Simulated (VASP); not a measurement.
# LiAl16O24 (a cell with a defect) in VASP: further runs, part 2 of 2

VASP 6.6.1. Earlier steps stand in the parts before.

### 3 Single point, PBE

INCAR reads:

```
SYSTEM = LiAl16O24
PREC = Accurate
ENCUT = 650
EDIFF = 1E-6
ISMEAR = -1
SIGMA = 0.01
LREAL = Auto
LASPH = .True.
NELM = 120
ALGO = Normal
ISIF = 2
LWAVE = .False.
LCHARG = .True.
GGA = PE
LELF = .True.
LVHAR = .True.
NBANDS = 124
NELECT = 194.0
GGA_COMPAT = .False.
ISYM = -1
```

KPOINTS reads:

```
explicit points
1
Reciprocal
  0.25000000   0.25000000   0.25000000 1
```

POSCAR reads:

```
LiAl16O24
1.0
    2.4039417600      1.3879164200      4.3742070900
   -4.8078835200      2.7758328500      8.7484141900
    0.0000000000     -5.5516656900      8.7484141900
Al O Li
16 24 1
Direct
    0.6140927355      0.3266876506      0.3538732000
    0.8482651112      0.4309761074      0.4280469764
    0.1633798117      0.0630415755      0.0722958517
    0.3720281567      0.1709338461      0.1815341249
    0.6372321889      0.3265420352      0.8185399446
    0.8377417067      0.4447572958      0.8972122351
    0.1419745107      0.0746273186      0.5772292310
    0.3401508665      0.1735432793      0.6849472430
    0.6471664139      0.8237361308      0.3249027958
    0.8445223091      0.9281658816      0.4298577864
    0.1394062371      0.5745697589      0.0753744624
    0.3495785148      0.6776209067      0.1728449058
    0.6444199240      0.8263272082      0.8238558405
    0.8555494815      0.9248238041      0.9264730185
    0.1466317867      0.5819139053      0.5665950679
    0.3455806377      0.6815326771      0.6729574588
    0.4444801570      0.0285993640      0.3787483757
    0.9385552326      0.1239408391      0.2901848492
    0.0474739062      0.3731501602      0.2216648760
    0.7558167353      0.2254666546      0.0308983310
    0.2353252195      0.2794681104      0.4776579941
    0.5417241307      0.4766636402      0.1251115333
    0.4451924461      0.0263739153      0.8757725623
    0.9387674046      0.1255598569      0.7823266229
    0.0466998921      0.3812787504      0.7153383956
    0.7354347740      0.2250756202      0.5374088545
    0.2514696584      0.2806314686      0.9619372303
    0.5458386302      0.4774635799      0.6230925420
    0.4397136371      0.5317050557      0.3738818677
    0.9392279096      0.6260979871      0.2781419639
    0.0532964209      0.8750836983      0.2226436394
    0.7466776835      0.7232583007      0.0280458832
    0.2471354806      0.7815830576      0.4700108874
    0.5530051518      0.9754221703      0.1255525589
    0.4325489508      0.5305441522      0.8731542834
    0.9369421561      0.6324349089      0.7718528524
    0.0523885087      0.8771241870      0.7222079331
    0.7457912940      0.7245424772      0.5271615684
    0.2480501868      0.7788340102      0.9718483170
    0.5479798155      0.9751535250      0.6275005677
    0.8903682277      0.3025795775      0.1250666112
```

Potentials or basis: VASP PAW PBE potentials, release 64 (Al, O, Li_sv).

Started as:

```sh
cat potpaw_PBE.64/Al/POTCAR potpaw_PBE.64/O/POTCAR potpaw_PBE.64/Li_sv/POTCAR > POTCAR
mpirun -np 1 vasp_std > vasp.out
```

It took 4.3 min on 1 thread of Intel Xeon Platinum 8175M at 2.50GHz (Skylake/Cascade Lake), shared host; peak memory 0.74 GiB.

The run converged. Its results:

```yaml
Free_energy: -307.6239 eV
Largest_force: 0.073 eV/Å
```

Forces in eV/Å, atoms in the order of the input:
```
Al   0.030 -0.018  0.040
Al   0.018 -0.018  0.012
Al  -0.002  0.039  0.006
Al   0.026 -0.012  0.004
Al   0.011 -0.019  0.000
Al  -0.011 -0.005  0.013
Al   0.006 -0.018 -0.003
Al  -0.019  0.005  0.000
Al   0.002 -0.004  0.006
Al   0.033  0.002 -0.003
Al   0.015  0.013  0.009
Al  -0.005 -0.033  0.022
Al  -0.015 -0.004 -0.005
Al  -0.034  0.001  0.006
Al  -0.001  0.009 -0.014
Al   0.005  0.011  0.007
O   -0.032  0.015 -0.019
O    0.029 -0.016  0.005
O    0.002  0.003 -0.010
O   -0.017 -0.006 -0.015
O   -0.044 -0.013 -0.032
O   -0.056  0.018 -0.012
O    0.010 -0.018  0.003
O   -0.026  0.008  0.004
O    0.039  0.006 -0.027
O    0.016  0.007  0.014
O    0.065  0.030  0.016
O    0.017 -0.001 -0.001
O   -0.009  0.004 -0.001
O   -0.006  0.011  0.008
O    0.019  0.001 -0.018
O    0.005  0.005 -0.002
O   -0.003 -0.013  0.000
O    0.004  0.008  0.006
O   -0.021 -0.016 -0.014
O   -0.014  0.025  0.028
O    0.003 -0.012 -0.011
O   -0.004  0.007 -0.008
O    0.007  0.000  0.001
O    0.004 -0.006  0.004
Li  -0.048  0.005 -0.018
```

Levels at points of the mesh, in eV from the Fermi level:
```tsv
k point	band 93	band 94	band 95	band 96	band 97	band 98	band 99	band 100	band 101	band 102
(0.25, 0.25, 0.25)	-0.62	-0.60	-0.54	-0.33	-0.28	6.41	8.31	8.61	8.70	8.87
```

Caveat: the cell carries a net charge on a neutralising background, which shifts energy and pressure; the cell is charged against a uniform background, so pressure and absolute levels hang on convention.

### 4 Single point, PBE

INCAR reads:

```
SYSTEM = LiAl16O24
  ALGO = Normal
  EDIFF = 1E-6
  ENCUT = 650
  GGA = PE
  GGA_COMPAT = .False.
  ISIF = 2
  ISMEAR = -1
  ISYM = -1
  LASPH = .True.
  LCHARG = .False.
  LREAL = Auto
  LWAVE = .False.
  NBANDS = 124
  NELECT = 194.0
  NELM = 120
  PREC = Accurate
  SIGMA = 0.01
```

KPOINTS is that of step 3.

POSCAR reads:

```
LiAl16O24
1.0
    2.4039417600      1.3879164200      4.3742070900
   -4.8078835200      2.7758328500      8.7484141900
    0.0000000000     -5.5516656900      8.7484141900
Al O Li
16 24 1
Direct
    0.6387298822      0.3309814871      0.3477956138
    0.8562093792      0.4305263373      0.4304088790
    0.1678058954      0.0615247017      0.0678376305
    0.3404984065      0.1722120212      0.1783437927
    0.6350837398      0.3245520231      0.8240646273
    0.8519599622      0.4400890999      0.9057609521
    0.1452872079      0.0736492440      0.5761958070
    0.3417905860      0.1752872463      0.6814167268
    0.6454947621      0.8244413156      0.3246233053
    0.8458560507      0.9259420834      0.4301626012
    0.1393455068      0.5751770964      0.0750431346
    0.3494366961      0.6774135548      0.1740695100
    0.6447386608      0.8256452500      0.8233848788
    0.8569875863      0.9241008498      0.9253596893
    0.1459239924      0.5796063419      0.5692647586
    0.3478607293      0.6792389875      0.6748593524
    0.4442400254      0.0319032580      0.3741248579
    0.9397879390      0.1238427407      0.2912176183
    0.0567614789      0.3734648067      0.2253197756
    0.7491213995      0.2176523643      0.0273050436
    0.2501728259      0.2801097194      0.4738616985
    0.5561640227      0.4747469256      0.1244327972
    0.4468859150      0.0260380087      0.8730216713
    0.9385630649      0.1256683827      0.7807536973
    0.0488750625      0.3794265806      0.7189102318
    0.7413226449      0.2248441459      0.5371516954
    0.2333369553      0.2780937694      0.9733763368
    0.5475997324      0.4751431384      0.6262181094
    0.4419412560      0.5328639993      0.3744065359
    0.9425655384      0.6261804486      0.2782126182
    0.0523677686      0.8752859857      0.2224214762
    0.7465703443      0.7229236343      0.0279918533
    0.2475883162      0.7804236266      0.4709106375
    0.5500093376      0.9723928202      0.1252726592
    0.4370415362      0.5276871599      0.8761369558
    0.9395953818      0.6312396220      0.7728893952
    0.0538529138      0.8760487335      0.7220917865
    0.7456292786      0.7241646653      0.5274035487
    0.2485062899      0.7775495459      0.9724828248
    0.5486312057      0.9738939071      0.6268495174
    0.7070845629      0.2669711325      0.1692485764
```

Started as:

```sh
cat potpaw_PBE.64/Al/POTCAR potpaw_PBE.64/O/POTCAR potpaw_PBE.64/Li_sv/POTCAR > POTCAR
mpirun -np 1 vasp_std > vasp.out
```

Run time: 3.8 min. Hardware: 1 thread of Intel Xeon Platinum 8175M at 2.50GHz (Skylake/Cascade Lake), shared host; peak memory 0.74 GiB.

It converged, with:

- Free energy: -308.5659 eV
- Largest force: 1.878 eV/Å

Forces on the atoms (eV/Å):
```
Al   0.080  0.193  0.204
Al   0.050  0.010  0.121
Al   0.038  0.108 -0.040
Al  -0.155 -0.025 -0.274
Al   0.020 -0.062  0.060
Al   0.098 -0.041  0.234
Al   0.025  0.042  0.006
Al  -0.019  0.092  0.025
Al  -0.025  0.045  0.016
Al   0.038  0.025  0.023
Al   0.001  0.042  0.031
Al   0.004  0.008  0.054
Al   0.011  0.030  0.002
Al  -0.008  0.044  0.032
Al   0.020 -0.010  0.027
Al   0.024  0.002  0.043
O   -0.047  0.103 -0.001
O    0.051  0.003  0.093
O    0.050  0.033  0.182
O    0.058  0.037 -0.288
O    0.042  0.104  0.088
O    0.046  0.083  0.138
O    0.011  0.047  0.006
O   -0.017  0.051  0.001
O    0.048 -0.013  0.059
O    0.035  0.049  0.082
O   -0.049 -0.157  0.032
O    0.033 -0.007  0.051
O   -0.020  0.036  0.091
O    0.011  0.049  0.065
O   -0.009  0.031  0.024
O   -0.004  0.031  0.019
O    0.000  0.006  0.017
O    0.013  0.008 -0.051
O    0.045 -0.010  0.059
O    0.004  0.049  0.074
O    0.016  0.023  0.013
O    0.009  0.035  0.034
O    0.013  0.020  0.025
O    0.012  0.030  0.005
Li  -0.555 -1.144 -1.382
```

Levels at points of the mesh, in eV from the Fermi level:
```csv
k point,band 95,band 96,band 97,band 98,band 99,band 100
"(0.25, 0.25, 0.25)",-0.57,-0.38,-0.34,6.38,8.30,8.59
```

Caveat: the cell carries a net charge on a neutralising background, which shifts energy and pressure; the cell is charged against a uniform background, so pressure and absolute levels hang on convention.
